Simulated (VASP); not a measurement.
Set up this calculation in VASP 6.6.1, as the native input.

| Item | Value |
| --- | --- |
| Task | single point |
| Functional | LDA |
| Potentials or basis | VASP PAW LDA potentials, release 64 (C_h, Cl, H_h, F_h) |
| Cutoff | 1010 eV |
| k mesh | 1 × 1 × 1 |
| Occupations | fermi-dirac, width 0.02 eV |
| Spin | no spin polarisation |
| Dipole correction | no |
| Further INCAR settings | LREAL = Auto; ALGO = Normal; EDIFF = 1e-06; NBANDS = 118 |

The structure of H3C2ClF4 lies in POSCAR:

```
H3C2ClF4
1.0
    8.3663050000      0.0000000000      0.0000000000
    0.0000000000      8.3663050000      0.0000000000
    0.0000000000      0.0000000000      8.3663050000
C Cl H F
8 4 12 16
Direct
    0.9351798673      0.7949267927      0.6029184927
    0.6286526728      0.0171282304      0.7421675399
    0.2593259509      0.7627381502      0.0627397639
    0.9815444213      0.2710396047      0.5121257234
    0.5557292018      0.5803637329      0.3567883313
    0.6308997819      0.5268275541      0.8077400955
    0.0568829370      0.2599713972      0.0146540199
    0.6217918185      0.1112079944      0.2330419462
    1.0169005314      0.9490569612      0.7170788060
    0.4236517794     -0.0193753395      0.7207841455
    0.1710791084      0.7107677762      0.2527997724
    1.1068446584      0.3894311766      0.6341748239
    0.8040467088      0.7877790733      0.6100423066
    0.9590852832      0.8052419796      0.4727415508
    0.9869470453      0.6793441071      0.6435935577
    0.6685866700      0.0722660721      0.6310193090
    0.6515421085      0.0943905344      0.8434906449
    0.6934483024     -0.1010840508      0.7492196376
    0.3459233198      0.8609535512      0.0831549890
    0.3078658978      0.6495938171      0.0057851106
    0.1639552945      0.7879225058     -0.0235587873
    0.9116688909      0.3583899941      0.4405050975
    1.0568584339      0.2216271102      0.4126433354
    0.8996325140      0.2038414808      0.5851448160
    0.7031299959      0.5478523673      0.3979175992
    0.5287041292      0.7350078679      0.3846500934
    0.5355769363      0.5628410630      0.2035187577
    0.4521111769      0.4848855020      0.4323653034
    0.7260433369      0.6066118794      0.9073778687
    0.5323377524      0.4461826338      0.8970387764
    0.5493584085      0.6283777606      0.7181306443
    0.7244536268      0.4451786063      0.7082338021
    0.1399662097      0.3901722445      0.0128252556
    0.0239771321      0.2292409851      0.1643138757
   -0.0756486884      0.2644895208     -0.0644370484
    0.1516320526      0.1473649359     -0.0464243175
    0.6202379665      0.2069611376      0.3690757150
    0.6408802930      0.2082400773      0.1160010303
    0.7388685925      0.0082951793      0.2350858593
    0.4864513068      0.0413683221      0.2260496121
```

One way to write it, as run:

INCAR

```
SYSTEM = H3C2ClF4
PREC = Accurate
ENCUT = 1010
EDIFF = 1E-6
ISMEAR = -1
SIGMA = 0.02
LREAL = Auto
LASPH = .True.
NELM = 120
ALGO = Normal
ISIF = 2
LWAVE = .False.
LCHARG = .False.
NBANDS = 118
GGA_COMPAT = .False.
```

KPOINTS

```
regular mesh
0
Gamma
  1 1 1
  0 0 0
```

Potentials or basis: VASP PAW LDA potentials, release 64 (C_h, Cl, H_h, F_h).

The run is started by

```bash
$ cat potpaw_LDA.64/C_h/POTCAR potpaw_LDA.64/Cl/POTCAR potpaw_LDA.64/H_h/POTCAR potpaw_LDA.64/F_h/POTCAR > POTCAR
$ mpirun -np 1 vasp_gam > vasp.out
```

Results of the run:

```yaml
Pressure: 0.4 GPa
Largest_force: 2.734 eV/Å
Band_gap_on_the_k_mesh: 5.25 eV
```

Caveat: the k points lie up to 0.75 Å⁻¹ apart.

Wall time 3.6 min on 1 thread of Intel(R) Xeon(R) 6975P-C (Granite Rapids), with other jobs on the host, peak memory 0.91 GiB.
